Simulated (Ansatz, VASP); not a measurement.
# BiTe3: VASP beside Ansatz

```
CELL_PARAMETERS angstrom
5.92842 0.00000 0.00000
0.00000 5.92842 0.00000
0.00000 0.00000 5.92842
ATOMIC_POSITIONS crystal
Bi 0.00000 0.00000 0.00000
Te 0.50000 0.00000 0.00000
Te 0.00000 0.00000 0.50000
Te 0.00000 0.50000 0.00000
```

Alike in both runs: task single point; functional PBE; k mesh 6 × 6 × 6; occupations gaussian, width 0.05 eV; no spin polarisation.

|  | VASP | Ansatz |
| --- | --- | --- |
| version | VASP 6.6.1 | Ansatz 0.2.0 |
| potentials or method | VASP PAW PBE potentials, release 64 (Bi_d, Te), cutoff 520 eV | scalar-relativistic, plane waves, PAW |
| valence electrons in the cell | 33 | 63 |

```tsv
	VASP	Ansatz	Ansatz less VASP
gap on the k mesh at the Fermi level (eV)	none	none	-
pressure (GPa)	1.2	1.2	+0.04
```

A gap of «none» marks a metal or a gap that the smearing closes. The functional is the same, so the differences come from potentials, cutoffs and numerics. VASP's potentials hold 33 valence electrons a cell and Ansatz's 63, so a difference there can come from the potentials and not from the codes.

Neither program's run includes spin-orbit coupling.
